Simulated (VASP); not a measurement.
## Si: relaxation of cell and atoms with PBEsol

The system is Si.

```
Si
1.0
     0.00000    2.71550    2.71550
     2.71550    0.00000    2.71550
     2.71550    2.71550    0.00000
Si
2
Direct
  0.00000 0.00000 0.00000
  0.25000 0.25000 0.25000
```

| Quantity | Value |
| --- | --- |
| Program | VASP 6.6.1 |
| Task | relaxation of cell and atoms |
| Functional | PBEsol |
| Potentials or basis | VASP PAW PBE potentials, release 64 (Si) |
| Cutoff | 500 eV |
| k mesh | 14 × 14 × 14 |
| Occupations | gaussian, width 0.02 eV |
| Spin | no spin polarisation |
| Dipole correction | no |
| Further INCAR settings | ALGO = Normal; EDIFF = 1e-07; IBRION = 2; EDIFFG = -0.002; NSW = 100; ISIF = 3 |

```yaml
Relaxed_volume: 20.07 Å³/atom
Relaxed_cell: a = 3.844 Å, b = 3.844 Å, c = 3.844 Å, α = 60.00°, β = 60.00°, γ = 60.00°
Space_group_after_relaxing_to_0.05_Å: Fd-3m (No. 227)
Energy_gained_by_relaxing: 0.0 meV/atom
Ionic_steps: 3
Pressure_after_relaxing: 0.0 GPa
Band_gap_on_the_k_mesh: 0.46 eV, indirect (least direct gap 2.52 eV)
```

Final structure:
```yaml
crystal:
  lattice:
    - [0.00000, 2.71779, 2.71779]
    - [2.71779, 0.00000, 2.71779]
    - [2.71779, 2.71779, 0.00000]
  atoms:
    - { symbol: Si, position: [0.00000, 0.00000, 0.00000] }
    - { symbol: Si, position: [0.25000, 0.25000, 0.25000] }
```

Levels at points of the mesh, in eV from the valence-band top:
```tsv
k point	band 1	band 2	band 3	band 4	band 5	band 6	band 7	band 8
(0.00, 0.00, 0.00)	-11.97	0.00	0.00	0.00	2.52	2.52	2.52	3.29
(0.50, 0.00, 0.00)	-9.63	-7.00	-1.20	-1.20	1.46	3.27	3.27	7.51
(0.50, 0.50, 0.00)	-7.82	-7.82	-2.87	-2.87	0.59	0.59	10.04	10.04
```

Run time: 36 s on 1 thread of Intel Xeon 6975P-C, with other jobs on the host, peak memory 0.16 GiB.

Caveat: the PAW data sets were made with another functional, which shifts forces and pressure a little. PBEsol gaps usually lie below the measured ones, often by a third to a half.
